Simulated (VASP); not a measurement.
# Sb in VASP: further runs, part 2 of 3

VASP 6.6.1.

## 3. Single point, PBE+D3(BJ)

Input file INCAR:

```
SYSTEM = Sb
PREC     = Accurate       ! precision mode
ENCUT    = 520            ! plane-wave cutoff, eV
EDIFF    = 1E-6           ! SCF threshold, eV
ISMEAR   = -1             ! smearing method
SIGMA    = 0.1            ! smearing width, eV
LREAL    = .FALSE.        ! projectors in reciprocal space
LASPH    = .TRUE.         ! aspherical terms in the spheres
NELM     = 80             ! most SCF steps
ALGO     = Normal         ! electronic algorithm
ISIF     = 2              ! what is computed and relaxed
LWAVE    = .FALSE.        ! write WAVECAR
LCHARG   = .FALSE.        ! write CHGCAR
GGA      = PE             ! functional
IVDW     = 12             ! dispersion correction
NBANDS   = 12             ! bands
```

Input file KPOINTS:

```
Automatic mesh
0
G
  12 12 12
  0 0 0
```

Input file POSCAR:

```
Sb
1.0
    2.1049024749      1.2152660105      3.4372047141
   -2.1049024749      1.2152660105      3.4372047141
    0.0000000000     -2.4305320210      3.4372047141
Sb
2
Direct
    0.2498193933      0.2498193933      0.2498193933
    0.7501806067      0.7501806067      0.7501806067
```

Potentials or basis: VASP PAW PBE potentials, release 64 (Sb).

Started as:

```
cat potpaw_PBE.64/Sb/POTCAR > POTCAR
mpirun -np 1 vasp_std > vasp.out
```

OUTCAR:

```text
SYSTEM = Sb
   PREC = Accurate
   ENCUT = 520
   EDIFF = 1E-6
   ISMEAR = -1
   LREAL = .FALSE.
   LASPH = .TRUE.
   NELM = 80
   ISIF = 2
   GGA = PE
   IVDW = 12
 IVDW          = 12

 ion  position               nearest neighbor table
   1  0.250  0.250  0.250-   2 2.97   2 2.97   2 2.97   2 2.98   2 2.98   2 2.98
   2  0.750  0.750  0.750-   1 2.97   1 2.97   1 2.97   1 2.98   1 2.98   1 2.98

  LATTYP: Found a trigonal (rhomboedric) cell.
 ALAT       =     4.2097342139
 COS(alpha) =     0.4999831969

  Lattice vectors:

 A1 = (   2.1049024749,   1.2152660105,   3.4372047141)
 A2 = (  -2.1049024749,   1.2152660105,   3.4372047141)
 A3 = (   0.0000000000,  -2.4305320210,   3.4372047141)

Analysis of symmetry for initial positions (statically):
=====================================================================
 Subroutine PRICEL returns:
 Original cell was already a primitive cell.

 Routine SETGRP: Setting up the symmetry group for a
 trigonal (rhombohedral) supercell.

 Subroutine GETGRP returns: Found 12 space group operations
 (whereof 12 operations were pure point group operations)
 out of a pool of 12 trial point group operations.

The static configuration has the point symmetry D_3d.

Analysis of symmetry for dynamics (positions and initial velocities):
=====================================================================
 Subroutine PRICEL returns:
 Original cell was already a primitive cell.

 Routine SETGRP: Setting up the symmetry group for a
 trigonal (rhombohedral) supercell.

 Subroutine GETGRP returns: Found 12 space group operations
 (whereof 12 operations were pure point group operations)
 out of a pool of 12 trial point group operations.

The dynamic configuration has the point symmetry D_3d.

 Subroutine INISYM returns: Found 12 space group operations
 (whereof 12 operations are pure point group operations),
 and found     1 'primitive' translations

----------------------------------------------------------------------------------------

                                     Primitive cell

  volume of cell :      52.7546

  direct lattice vectors                    reciprocal lattice vectors
     2.104902475  1.215266010  3.437204714     0.237540697  0.137144185  0.096978028
    -2.104902475  1.215266010  3.437204714    -0.237540697  0.137144185  0.096978028
     0.000000000 -2.430532021  3.437204714     0.000000000 -0.274288370  0.096978028

  length of vectors
     4.209734214  4.209734214  4.209734214     0.290927565  0.290927565  0.290927565

  position of ions in fractional coordinates (direct lattice)
     0.249819393  0.249819393  0.249819393
     0.750180607  0.750180607  0.750180607

  ion indices of the primitive-cell ions
   primitive index   ion index
                 1           1
                 2           2

----------------------------------------------------------------------------------------

 KPOINTS: Automatic mesh

Automatic generation of k-mesh.
 Grid dimensions read from file:
 generate k-points for:   12   12   12

 Generating k-lattice:

  Cartesian coordinates                     Fractional coordinates (reciprocal lattice)
     0.019795058  0.011428682  0.008081502     0.083333333 -0.000000000  0.000000000
    -0.019795058  0.011428682  0.008081502    -0.000000000  0.083333333  0.000000000
     0.000000000 -0.022857364  0.008081502     0.000000000  0.000000000  0.083333333

  Length of vectors
[... 38 lines left out ...]
   number of dos      NEDOS =    301   number of ions     NIONS =      2
   total plane-waves  NPLWV =  32768
   dimension x,y,z NGX =    32 NGY =   32 NGZ =   32
   dimension x,y,z NGXF=    64 NGYF=   64 NGZF=   64
   ions per type =               2
   NGX,Y,Z   is equivalent  to a cutoff of  12.64, 12.64, 12.64 a.u.
   NGXF,Y,Z  is equivalent  to a cutoff of  25.27, 25.27, 25.27 a.u.
 SYSTEM =  Sb
   PREC   = accura    normal or accurate (medium, high low for compatibility)
   ISTART =      0    job   : 0-new  1-cont  2-samecut
   ICHARG =      2    charge: 1-file 2-atom 10-const
   ISPIN  =      1    spin polarized calculation?
   LNONCOLLINEAR =      F non collinear calculations
   LSORBIT =      F    spin-orbit coupling
   LASPH  =      T    aspherical Exc in radial PAW
   ENCUT  =  520.0 eV  38.22 Ry    6.18 a.u.   7.83  7.83  7.83*2*pi/ulx,y,z
   NELM   =     80;   NELMIN=  2; NELMDL= -5     # of ELM steps
   EDIFF  = 0.1E-05   stopping-criterion for ELM
   LREAL  =      F    real-space projection
   EDIFFG = 0.1E-04   stopping-criterion for IOM
   NSW    =      0    number of steps for IOM
   IBRION =     -1    ionic relax: 0-MD 1-quasi-New 2-CG
   NFREE  =      0    steps in history (QN), initial steepest desc. (CG)
   ISIF   =      2    stress and relaxation
   ISYM   =      2    0-nonsym 1-usesym 2-fastsym
   POTIM  = 0.5000    time-step for ionic-motion
   TEBEG  =    0.0;   TEEND  =   0.0 temperature during run
   PSTRESS=    0.0 pullay stress
   NELECT =      10.0000    total number of electrons
   NUPDOWN=      -1.0000    fix difference up-down
   EMIN   =  10.00;   EMAX   =-10.00  energy-range for DOS
   EFERMI =   0.00;   METHOD = LEGACY
   ISMEAR =    -1;   SIGMA  =   0.10  broadening in eV -4-tet -1-fermi 0-gaus
   EFERMI_NEDOS =   21; number of points for ismear=-14 and -15
   IALGO  =     38    algorithm
   IMIX   =      4    mixing-type and parameters
     AMIX     =   0.40;   BMIX     =  1.00
     AMIX_MAG =   1.60;   BMIX_MAG =  1.00
  volume/ion in A,a.u.               =      26.38       178.00
  Fermi-wavevector in a.u.,A,eV,Ry     =   0.940419  1.777135 12.032834  0.884388
  Thomas-Fermi vector in A             =   2.067829
   LORBIT       =      0    0 simple, 1 ext, 2 COOP (PROOUT), +10 PAW based schemes
   GGA     = PE    functional components
   LHFCALC =     F    Hartree Fock is set to
   AEXX    =    0.0000 exact exchange contribution
   IVDW    =    12    specifies the selected vdW correction
   LEPSILON=     F    determine dielectric tensor
   LRPA    =     F    only Hartree local field effects (RPA)
 non-spin polarized calculation
  energy-cutoff  :      520.00
  volume of cell :       52.75
 maximum number of plane-waves:      1435
   NGX = 15   NGY = 15   NGZ = 15

 number of electron      10.0000001 magnetization

 Free energy of the ion-electron system (eV)
  ---------------------------------------------------
  ext. energy  EPLUGINS =         0.00000000
  ---------------------------------------------------
  free energy    TOTEN  =        -8.00184803 eV

  energy without entropy =       -7.97038223  energy(sigma->0) =       -7.98611513

 E-fermi :   8.8015     XC(G=0): -10.1584

 val. band max:        8.7951916014   @ k =   0.2500   0.1667   0.0833
 cond. band min:       8.8712592085   @ k =   0.1667   0.5000  -0.1667
 fundamental gap:      0.0760676071
 Fermi energy:         8.8015133509

 k-point     1 :       0.0000    0.0000    0.0000
  band No.  band energies     occupation
      1      -4.6252      2.00000
      2       5.0472      2.00000
      3       6.9071      2.00000
      4       6.9071      2.00000
      5       6.9075      2.00000
      6      12.3579      0.00000
      7      12.3582      0.00000
      8      12.3582      0.00000
      9      13.4244      0.00000
     10      13.4244      0.00000
     11      13.4249      0.00000
     12      15.3768      0.00000
[... 331 lines left out ...]
 k-point    24 :       0.4167    0.0833    0.0000
  band No.  band energies     occupation
      1      -2.7109      2.00000
      2      -0.1266      2.00000
      3       6.6889      2.00000
      4       7.3054      2.00000
      5       7.3246      2.00000
      6       9.8337      0.00007
      7       9.9481      0.00002
      8      10.4819      0.00000
      9      14.8148      0.00000
     10      17.0898      0.00000
     11      17.3178      0.00000
     12      19.3740      0.00000

 [... further k-points ...]

------------------------ aborting loop because EDIFF is reached ----------------------------------------

 Edisp (eV)   -1.08565

 E8    (eV) :    -0.5060

  FORCE on cell =-STRESS in cart. coord.  units (eV):
  Direction    XX          YY          ZZ          XY          YZ          ZX
  --------------------------------------------------------------------------------------
  -------------------------------------------------------------------------------------
  Total       2.13978     2.13978     2.13995     0.00000    -0.00000     0.00000
  in kB      64.98586    64.98586    64.99113     0.00000    -0.00000     0.00000
  external pressure =       64.99 kB  Pullay stress =        0.00 kB

 VOLUME and BASIS-vectors are now :
 -----------------------------------------------------------------------------
  energy-cutoff  :      520.00
  volume of cell :       52.75
      direct lattice vectors                 reciprocal lattice vectors
     2.104902475  1.215266010  3.437204714     0.237540697  0.137144185  0.096978028
    -2.104902475  1.215266010  3.437204714    -0.237540697  0.137144185  0.096978028
     0.000000000 -2.430532021  3.437204714     0.000000000 -0.274288370  0.096978028

 POSITION                                       TOTAL-FORCE (eV/Angst)
 -----------------------------------------------------------------------------------
      0.00000      0.00000      2.57604         0.000000     -0.000000      0.001038
      0.00000      0.00000      7.73557         0.000000      0.000000     -0.001038
 -----------------------------------------------------------------------------------
    total drift:                                0.000000      0.000000     -0.000000

  FREE ENERGIE OF THE ION-ELECTRON SYSTEM (eV)
  ---------------------------------------------------
  free  energy   TOTEN  =        -9.0874946004 eV

  energy  without entropy=       -9.0560288046  energy(sigma->0) =       -9.07176170
```

It took 30 s on 1 thread of Intel Xeon 6975P-C (Granite Rapids), shared host; peak memory 0.25 GiB.

Results:

```yaml
Free_energy: -9.0875 eV
Pressure: 6.5 GPa
Band_gap_on_the_k_mesh: zero (band 5 reaches 9.07 eV, above the bottom of band 6 at 8.05 eV)
Dispersion_energy_per_atom: -0.543 eV
```

Caveat: spin-orbit coupling is left out, which moves the levels of the heavy elements; pairwise dispersion overbinds metals, which lowers pressure and volume.

[end of part 2 of 3]
